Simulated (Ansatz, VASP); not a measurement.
SnO2: VASP beside Ansatz

Contents of POSCAR:

```
SnO2
1.0
    4.5537298008     -0.2277958365     -0.3058980462
   -0.2277958365      5.3233279265      0.0434421357
   -0.2056727072      0.0292086261      2.9176514821
Sn O
2 4
Direct
   -0.0286054664     -0.0182577790     -0.0233584414
    0.5226922126      0.4843852066      0.4712425914
    0.3467942396      0.3128728200      0.0388226879
    0.1827685440      0.8207870500      0.4940295811
    0.6918122509      0.6732022282     -0.0033316989
    0.7845382192      0.2270104742      0.5225952799
```

The input INCAR.step1:

```
PREC     = Accurate       # precision mode
ENCUT    = 520            # plane-wave cutoff, eV
ISMEAR   = 0              # smearing method
SIGMA    = 0.05           # smearing width, eV
LREAL    = F              # projectors in reciprocal space
LASPH    = T              # aspherical terms in the spheres
NELM     = 100            # most SCF steps
NBANDS   = 35             # bands
GGA      = PE             # functional
ALGO     = Normal         # electronic algorithm
EDIFF    = 1E-4           # SCF threshold, eV
LWAVE    = T              # write WAVECAR
LCHARG   = F              # write CHGCAR
```

The input INCAR.step2:

```
PREC     = Accurate       # precision mode
ENCUT    = 520            # plane-wave cutoff, eV
EDIFF    = 1E-7           # SCF threshold, eV
ISMEAR   = 0              # smearing method
SIGMA    = 0.05           # smearing width, eV
LREAL    = F              # projectors in reciprocal space
LASPH    = T              # aspherical terms in the spheres
NELM     = 100            # most SCF steps
ALGO     = Normal         # electronic algorithm
ISIF     = 2              # what is computed and relaxed
LWAVE    = F              # write WAVECAR
LCHARG   = T              # write CHGCAR
METAGGA  = R2SCAN         # meta-GGA
LMIXTAU  = T            
LELF     = T              # ELF
LVHAR    = T            
NBANDS   = 35             # bands
ISTART   = 1
```

The input KPOINTS:

```
Automatic mesh
0
Gamma
  6 6 8
```

Input for Ansatz:

```yaml
crystal:
  lattice:
    - [4.5537298008, -0.2277958365, -0.3058980462]
    - [-0.2277958365, 5.3233279265, 0.0434421357]
    - [-0.2056727072, 0.0292086261, 2.9176514821]
  atoms:
    - { symbol: Sn, position: [-0.0286054664, -0.018257779, -0.0233584414] }
    - { symbol: Sn, position: [0.5226922126, 0.4843852066, 0.4712425914] }
    - { symbol: O, position: [0.3467942396, 0.31287282, 0.0388226879] }
    - { symbol: O, position: [0.182768544, 0.82078705, 0.4940295811] }
    - { symbol: O, position: [0.6918122509, 0.6732022282, -0.0033316989] }
    - { symbol: O, position: [0.7845382192, 0.2270104742, 0.5225952799] }
basis:
  ecutwfc: 500
kpoints:
  mp_grid: { grid: [6, 6, 8] }
hamiltonian:
  xc: r2scan
scf:
  occupations: { method: gaussian, width: 0.05 }
output:
  forces: true
  stress: true
  eigenvalues: true
```

Change from the starting cell: all atoms moved at random, sigma 0.15 Å a component, cell strained at random, sigma 0.06.

Alike in both runs: task single point; functional r2SCAN; k mesh 6 × 6 × 8; occupations gaussian, width 0.05 eV; no spin polarisation.

```csv
,VASP,Ansatz
version,VASP 6.6.1,Ansatz 0.2.0
potentials or method,"VASP PAW PBE potentials, release 64 (Sn_d, O), cutoff 520 eV","scalar-relativistic, plane waves, PAW"
valence electrons in the cell,52,52
```

|  | VASP | Ansatz | Ansatz less VASP |
| --- | --- | --- | --- |
| gap on the k mesh at the Fermi level (eV) | 2.09 | 2.10 | +0.014 |
| least direct gap on the mesh (eV) | 2.09 | 2.10 | +0.014 |
| pressure (GPa) | 41.8 | 41.2 | -0.58 |
| traceless stress, the component that is largest in VASP (GPa) | 30.05 | 29.92 | -0.126 |
| rms of the force components (eV/Å) | 4.950 | 5.118 | +0.1681 |

VASP's potentials were made for PBE, not for r2SCAN. Atom by atom the forces differ by 0.238 eV/Å (rms over components). Both programs put the cell under a high pressure, so it lies far from rest at this level.
